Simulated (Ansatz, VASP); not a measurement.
## MoS2 in VASP and in Ansatz

```
Mo S
1.0
     1.69471    0.97844    5.99653
    -1.69471    0.97844    5.99653
     0.00000   -1.95688    5.99653
Mo S
1 2
Direct
  0.00002 0.00002 0.00002
  0.75356 0.75356 0.75356
  0.57972 0.57972 0.57972
```

Change from the starting cell: strain +0.0750 x Voigt [1, 1, 0, 0, 0, 0], atoms carried along.

Alike in both runs: task single point; functional PBE; dispersion D3(BJ); k mesh 12 × 12 × 12; occupations gaussian, width 0.05 eV; no spin polarisation.

```csv
,VASP,Ansatz
version,VASP 6.6.1,Ansatz 0.2.0
potentials or method,"VASP PAW PBE potentials, release 64 (Mo_sv, S), cutoff 520 eV","scalar-relativistic, plane waves, PAW"
valence electrons in the cell,26,26
```

```tsv
	VASP	Ansatz	Ansatz less VASP
gap on the k mesh at the Fermi level (eV)	0.25	0.24	-0.015
least direct gap on the mesh (eV)	1.19	1.18	-0.002
pressure (GPa)	-15.8	-15.7	+0.07
traceless stress, the component that is largest in VASP (GPa)	5.71	5.71	+0.004
rms of the force components (eV/Å)	0.527	0.523	-0.0035
```

Atom by atom the forces differ by 0.004 eV/Å (rms over components).
